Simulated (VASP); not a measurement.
# AlN (F-43m) in VASP: notebook

AlN is run at these levels: r2SCAN; tasks: single point.

Everything below comes from runs of VASP 6.6.1. Logs are shortened: lines on timing, memory, paths and dates and some standing lists are left out, and cuts for length are marked.

**1. The cell of the first run**

It takes space group F-43m (No. 216, cubic). Conventional cell: a = 4.384 Å, b = 4.384 Å, c = 4.384 Å, α = 90.00°, β = 90.00°, γ = 90.00°. Within 2.5 Å of Al (site symmetry -43m) lie 4 N at 1.90 Å. N (site symmetry -43m) has 4 Al at 1.90 Å within 2.5 Å.

**2. Single point, r2SCAN**

The input, POSCAR:

```
AlN
1.0
    2.1919066949      2.1919066949      0.0000000000
   -2.1919066949      2.1919066949      0.0000000000
    0.0000000000      2.1919066949      2.1919066949
Al N
1 1
Direct
    0.0000000000      0.0000000000      0.0000000000
    0.2500000000      0.7500000000      0.5000000000
```

The input, INCAR.step1:

```
  ALGO = Normal
  EDIFF = 1E-4
  ENCUT = 520
  GGA = PE
  ISMEAR = 0
  LASPH = T
  LCHARG = F
  LREAL = F
  LWAVE = T
  NBANDS = 11
  NELM = 80
  PREC = Accurate
  SIGMA = 0.01
```

The input, INCAR.step2:

```
  ALGO = Normal
  EDIFF = 1E-7
  ENCUT = 520
  ISIF = 2
  ISMEAR = 0
  ISTART = 1
  LASPH = T
  LCHARG = F
  LMIXTAU = T
  LREAL = F
  LWAVE = F
  METAGGA = R2SCAN
  NBANDS = 11
  NELM = 80
  PREC = Accurate
  SIGMA = 0.01
```

The input, KPOINTS:

```
k-points
0
Gamma
  10 10 10
```

Potentials or basis: VASP PAW PBE potentials, release 64 (Al, N).

Started as:

```console
$ cat potpaw_PBE.64/Al/POTCAR potpaw_PBE.64/N/POTCAR > POTCAR
$ cp INCAR.step1 INCAR
$ mpirun -np 1 vasp_std > vasp.out
$ cp INCAR.step2 INCAR
$ mpirun -np 1 vasp_std > vasp.out
```

OUTCAR:

```text
EDIFF = 1E-7
   ENCUT = 520
   ISIF = 2
   ISMEAR = 0
   ISTART = 1
   LASPH = T
   LREAL = F
   METAGGA = R2SCAN
   NELM = 80
   PREC = Accurate

 ion  position               nearest neighbor table
   1  0.000  0.000  0.000-   2 1.90   2 1.90   2 1.90   2 1.90
   2  0.250  0.750  0.500-   1 1.90   1 1.90   1 1.90   1 1.90

  LATTYP: Found a face centered cubic cell.
 ALAT       =     4.3838133898

  Lattice vectors:

 A1 = (   0.0000000000,   2.1919066949,   2.1919066949)
 A2 = (   2.1919066949,   0.0000000000,   2.1919066949)
 A3 = (   2.1919066949,   2.1919066949,   0.0000000000)

Analysis of symmetry for initial positions (statically):
=====================================================================
 Subroutine PRICEL returns:
 Original cell was already a primitive cell.

 Routine SETGRP: Setting up the symmetry group for a
 face centered cubic supercell.

 Subroutine GETGRP returns: Found 24 space group operations
 (whereof 24 operations were pure point group operations)
 out of a pool of 48 trial point group operations.

The static configuration has the point symmetry T_d .

Analysis of symmetry for dynamics (positions and initial velocities):
=====================================================================
 Subroutine PRICEL returns:
 Original cell was already a primitive cell.

 Routine SETGRP: Setting up the symmetry group for a
 face centered cubic supercell.

 Subroutine GETGRP returns: Found 24 space group operations
 (whereof 24 operations were pure point group operations)
 out of a pool of 48 trial point group operations.

The dynamic configuration has the point symmetry T_d .

 Subroutine INISYM returns: Found 24 space group operations
 (whereof 24 operations are pure point group operations),
 and found     1 'primitive' translations

----------------------------------------------------------------------------------------

                                     Primitive cell

  volume of cell :      21.0618

  direct lattice vectors                    reciprocal lattice vectors
     2.191906695  2.191906695  0.000000000     0.228111900  0.228111900 -0.228111900
    -2.191906695  2.191906695  0.000000000    -0.228111900  0.228111900 -0.228111900
     0.000000000  2.191906695  2.191906695     0.000000000  0.000000000  0.456223799

  length of vectors
     3.099824175  3.099824175  3.099824175     0.395101400  0.395101400  0.456223799

  position of ions in fractional coordinates (direct lattice)
     0.000000000  0.000000000  0.000000000
     0.250000000  0.750000000  0.500000000

  ion indices of the primitive-cell ions
   primitive index   ion index
                 1           1
                 2           2

----------------------------------------------------------------------------------------

 KPOINTS: k-points

Automatic generation of k-mesh.
 Grid dimensions read from file:
 generate k-points for:   10   10   10

 Generating k-lattice:

  Cartesian coordinates                     Fractional coordinates (reciprocal lattice)
     0.022811190  0.022811190 -0.022811190     0.100000000  0.000000000  0.000000000
    -0.022811190  0.022811190 -0.022811190     0.000000000  0.100000000  0.000000000
     0.000000000  0.000000000  0.045622380     0.000000000  0.000000000  0.100000000

  Length of vectors
     0.039510140  0.039510140  0.045622380

  Shift w.r.t. Gamma in fractional coordinates (k-lattice)
     0.000000000  0.000000000  0.000000000

 Subroutine IBZKPT returns following result:
 ===========================================

 Found     47 irreducible k-points:

 Following reciprocal coordinates:
            Coordinates               Weight
  0.000000  0.000000  0.000000      1.000000
  0.100000  0.000000  0.000000      8.000000
  0.200000  0.000000  0.000000      8.000000
  0.300000  0.000000  0.000000      8.000000
  0.400000  0.000000  0.000000      8.000000
  0.500000  0.000000  0.000000      4.000000
[... 16 lines left out ...]
  0.300000  0.300000  0.000000     12.000000
  0.400000  0.300000  0.000000     24.000000
 [... further k-points ...]
   k-points           NKPTS =     47   k-points in BZ     NKDIM =     47   number of bands    NBANDS=     11
   number of dos      NEDOS =    301   number of ions     NIONS =      2
   total plane-waves  NPLWV =  13824
   dimension x,y,z NGX =    24 NGY =   24 NGZ =   24
   dimension x,y,z NGXF=    48 NGYF=   48 NGZF=   48
   ions per type =               1   1
   NGX,Y,Z   is equivalent  to a cutoff of  12.87, 12.87, 12.87 a.u.
   NGXF,Y,Z  is equivalent  to a cutoff of  25.74, 25.74, 25.74 a.u.
 SYSTEM =  unknown system
   PREC   = accura    normal or accurate (medium, high low for compatibility)
   ISTART =      1    job   : 0-new  1-cont  2-samecut
   ICHARG =      0    charge: 1-file 2-atom 10-const
   ISPIN  =      1    spin polarized calculation?
   LNONCOLLINEAR =      F non collinear calculations
   LSORBIT =      F    spin-orbit coupling
   LASPH  =      T    aspherical Exc in radial PAW
   ENCUT  =  520.0 eV  38.22 Ry    6.18 a.u.   5.76  5.76  5.76*2*pi/ulx,y,z
   NELM   =     80;   NELMIN=  2; NELMDL=  0     # of ELM steps
   EDIFF  = 0.1E-06   stopping-criterion for ELM
   LREAL  =      F    real-space projection
   EDIFFG = 0.1E-05   stopping-criterion for IOM
   NSW    =      0    number of steps for IOM
   IBRION =     -1    ionic relax: 0-MD 1-quasi-New 2-CG
   NFREE  =      0    steps in history (QN), initial steepest desc. (CG)
   ISIF   =      2    stress and relaxation
   ISYM   =      2    0-nonsym 1-usesym 2-fastsym
   POTIM  = 0.5000    time-step for ionic-motion
   TEBEG  =    0.0;   TEEND  =   0.0 temperature during run
   PSTRESS=    0.0 pullay stress
   NELECT =       8.0000    total number of electrons
   NUPDOWN=      -1.0000    fix difference up-down
   EMIN   =  10.00;   EMAX   =-10.00  energy-range for DOS
   EFERMI =   0.00;   METHOD = LEGACY
   ISMEAR =     0;   SIGMA  =   0.01  broadening in eV -4-tet -1-fermi 0-gaus
   EFERMI_NEDOS =   21; number of points for ismear=-14 and -15
   IALGO  =     38    algorithm
   IMIX   =      4    mixing-type and parameters
     AMIX     =   0.40;   BMIX     =  1.00
     AMIX_MAG =   1.60;   BMIX_MAG =  1.00
  volume/ion in A,a.u.               =      10.53        71.07
  Fermi-wavevector in a.u.,A,eV,Ry     =   1.185603  2.240466 19.125103  1.405655
  Thomas-Fermi vector in A             =   2.321794
   LORBIT       =      0    0 simple, 1 ext, 2 COOP (PROOUT), +10 PAW based schemes
   METAGGA = R2SCAN    functional components
   LHFCALC =     F    Hartree Fock is set to
   AEXX    =    0.0000 exact exchange contribution
   IVDW    =     0    specifies the selected vdW correction
   LEPSILON=     F    determine dielectric tensor
   LRPA    =     F    only Hartree local field effects (RPA)
 non-spin polarized calculation
 Gauss-broadening in eV      SIGMA  =   0.01
  energy-cutoff  :      520.00
  volume of cell :       21.06
 maximum number of plane-waves:       588
   NGX = 11   NGY = 11   NGZ = 11

 number of electron       8.0000000 magnetization

 Free energy of the ion-electron system (eV)
  ---------------------------------------------------
  ext. energy  EPLUGINS =         0.00000000
  ---------------------------------------------------
  free energy    TOTEN  =       -19.17817497 eV

  energy without entropy =      -19.17817497  energy(sigma->0) =      -19.17817497

 E-fermi :   5.7583     XC(G=0): -11.3694

 val. band max:        5.5924473485   @ k =   0.0000   0.0000   0.0000
 cond. band min:       9.5185742133   @ k =   0.5000   0.5000   0.0000
 fundamental gap:      3.9261268648
 Fermi energy:         5.7583437562

 k-point     1 :       0.0000    0.0000    0.0000
  band No.  band energies     occupation
      1     -10.0865      2.00000
      2       5.5924      2.00000
      3       5.5924      2.00000
      4       5.5924      2.00000
      5      10.3837      0.00000
      6      19.0024      0.00000
      7      19.0024      0.00000
      8      19.0024      0.00000
      9      24.0369      0.00000
     10      24.0369      0.00000
     11      25.7254      0.00000

 k-point     2 :       0.1000    0.0000    0.0000
  band No.  band energies     occupation
      1      -9.9418      2.00000
      2       4.7925      2.00000
      3       5.5405      2.00000
      4       5.5405      2.00000
      5      11.0448      0.00000
      6      18.6239      0.00000
      7      19.1416      0.00000
      8      19.1416      0.00000
      9      22.8174      0.00000
     10      22.8174      0.00000
     11      24.9263      0.00000

 k-point     3 :       0.2000    0.0000    0.0000
  band No.  band energies     occupation
      1      -9.5317      2.00000
      2       3.1781      2.00000
      3       5.4108      2.00000
      4       5.4108      2.00000
      5      12.2113      0.00000
      6      17.8367      0.00000
      7      19.0434      0.00000
      8      19.0434      0.00000
      9      22.3187      0.00000
     10      22.3187      0.00000
     11      24.0476      0.00000

 k-point     4 :       0.3000    0.0000    0.0000
  band No.  band energies     occupation
      1      -8.9421      2.00000
      2       1.5203      2.00000
      3       5.2617      2.00000
      4       5.2617      2.00000
      5      13.1064      0.00000
      6      17.0834      0.00000
      7      18.3246      0.00000
      8      18.3246      0.00000
      9      23.4739      0.00000
     10      23.4739      0.00000
     11      23.8897      0.00000
[... 239 lines left out ...]
 k-point    22 :      -0.2000    0.2000    0.0000
  band No.  band energies     occupation
      1      -9.3493      2.00000
      2       3.3931      2.00000
      3       4.8869      2.00000
      4       4.8869      2.00000
      5      12.3528      0.00000
      6      17.2226      0.00000
      7      18.2510      0.00000
      8      20.0780      0.00000
      9      20.0780      0.00000
     10      25.2976      0.00000
     11      28.1697      0.00000

 k-point    23 :       0.3000    0.3000    0.0000
  band No.  band energies     occupation
      1      -7.8029      2.00000
      2       1.1182      2.00000
      3       2.3459      2.00000
      4       4.7228      2.00000
      5      13.1004      0.00000
      6      16.2018      0.00000
      7      18.7074      0.00000
      8      19.3407      0.00000
      9      23.8391      0.00000
     10      23.9669      0.00000
     11      30.1445      0.00000

 k-point    24 :       0.4000    0.3000    0.0000
  band No.  band energies     occupation
      1      -7.6064      2.00000
      2       1.0562      2.00000
      3       2.2730      2.00000
      4       4.3950      2.00000
      5      12.0622      0.00000
      6      16.5539      0.00000
      7      19.2199      0.00000
      8      20.0060      0.00000
      9      22.3211      0.00000
     10      25.8992      0.00000
     11      30.9741      0.00000

 [... further k-points ...]
[... 5 lines left out ...]
  --------------------------------------------------------------------------------------
  -------------------------------------------------------------------------------------
  Total       -0.3129115     -0.3129115     -0.3129115      0.0000000      0.0000000     -0.0000000
  in kB      -23.8032288    -23.8032288    -23.8032288      0.0000000      0.0000000     -0.0000000
  external PRESSURE =     -23.8032288 kB  Pullay stress =       0.0000000 kB

 VOLUME and BASIS-vectors are now :
 -----------------------------------------------------------------------------
  energy-cutoff  :      520.00
  volume of cell :       21.06
      direct lattice vectors                 reciprocal lattice vectors
     2.191906695  2.191906695  0.000000000     0.228111900  0.228111900 -0.228111900
    -2.191906695  2.191906695  0.000000000    -0.228111900  0.228111900 -0.228111900
     0.000000000  2.191906695  2.191906695     0.000000000  0.000000000  0.456223799

 POSITION                                       TOTAL-FORCE (eV/Angst)
 -----------------------------------------------------------------------------------
      0.00000      0.00000      0.00000         0.000000      0.000000      0.000000
     -1.09595      3.28786      1.09595        -0.000000     -0.000000     -0.000000
 -----------------------------------------------------------------------------------
    total drift:                                0.000001     -0.000000      0.000000

  FREE ENERGIE OF THE ION-ELECTRON SYSTEM (eV)
  ---------------------------------------------------
  free  energy   TOTEN  =       -19.1781749720 eV

  energy  without entropy=      -19.1781749720  energy(sigma->0) =      -19.17817497
```

Wall time 2.1 min (1 thread of AMD EPYC 7R13, shared host); peak memory 0.11 GiB.

What came out:

- Free energy: -19.1782 eV
- Pressure: -2.4 GPa
- Band gap on the k mesh: 3.93 eV, indirect (least direct gap 4.79 eV)

Caveat: the PAW data sets were made with another functional, which shifts forces and pressure a little. A k mesh can miss the band edges.

**3. Single point, r2SCAN**

POSCAR is that of step 2.

The input, INCAR.step1:

```
SYSTEM = AlN
PREC     = Accurate       ! precision mode
ENCUT    = 520            ! plane-wave cutoff, eV
ISMEAR   = 0              ! smearing method
SIGMA    = 0.01           ! smearing width, eV
LREAL    = .FALSE.        ! projectors in reciprocal space
LASPH    = .TRUE.         ! aspherical terms in the spheres
NELM     = 60             ! most SCF steps
NBANDS   = 11             ! bands
GGA      = PE             ! functional
ALGO     = Normal         ! electronic algorithm
EDIFF    = 1E-4           ! SCF threshold, eV
LWAVE    = .TRUE.         ! write WAVECAR
LCHARG   = .FALSE.        ! write CHGCAR
```

The input, INCAR.step2:

```
SYSTEM = AlN
PREC     = Accurate       ! precision mode
ENCUT    = 520            ! plane-wave cutoff, eV
EDIFF    = 1E-6           ! SCF threshold, eV
ISMEAR   = 0              ! smearing method
SIGMA    = 0.01           ! smearing width, eV
LREAL    = .FALSE.        ! projectors in reciprocal space
LASPH    = .TRUE.         ! aspherical terms in the spheres
NELM     = 60             ! most SCF steps
ALGO     = Normal         ! electronic algorithm
ISIF     = 2              ! what is computed and relaxed
LWAVE    = .FALSE.        ! write WAVECAR
LCHARG   = .FALSE.        ! write CHGCAR
METAGGA  = R2SCAN         ! meta-GGA
LMIXTAU  = .TRUE.       
NBANDS   = 11             ! bands
ISTART   = 1
```

The input, KPOINTS:

```
Automatic mesh
0
G
  10 10 10
  0 0 0
```

Potentials or basis: VASP PAW PBE potentials, release 64 (Al, N).

Started as:

```console
$ cat potpaw_PBE.64/Al/POTCAR potpaw_PBE.64/N/POTCAR > POTCAR
$ cp INCAR.step1 INCAR
$ mpirun -np 1 vasp_std > vasp.out
$ cp INCAR.step2 INCAR
$ mpirun -np 1 vasp_std > vasp.out
```

It took 98 s on 1 thread of AMD EPYC 7R13, shared host; peak memory 0.11 GiB.

Results (log left out):

```yaml
Free_energy: -19.1782 eV
Pressure: -2.4 GPa
Band_gap_on_the_k_mesh: 3.93 eV, indirect (least direct gap 4.79 eV)
```

Levels at points of the mesh, in eV from the valence-band top:
| k point | band 1 | band 2 | band 3 | band 4 | band 5 | band 6 | band 7 | band 8 |
| --- | --- | --- | --- | --- | --- | --- | --- | --- |
| (0.00, 0.00, 0.00) | -15.68 | 0.00 | 0.00 | 0.00 | 4.79 | 13.41 | 13.41 | 13.41 |
| (0.50, 0.00, 0.00) | -13.70 | -5.85 | -0.49 | -0.49 | 8.11 | 10.75 | 11.87 | 11.87 |
| (0.50, 0.50, 0.00) | -13.08 | -4.92 | -1.79 | -1.79 | 3.93 | 9.41 | 15.05 | 16.81 |

Caveat: the PAW data sets were made with another functional, which shifts forces and pressure a little. r2SCAN opens gaps a little over a GGA but as a rule still falls short of measured ones.

[end of part 1 of 2]
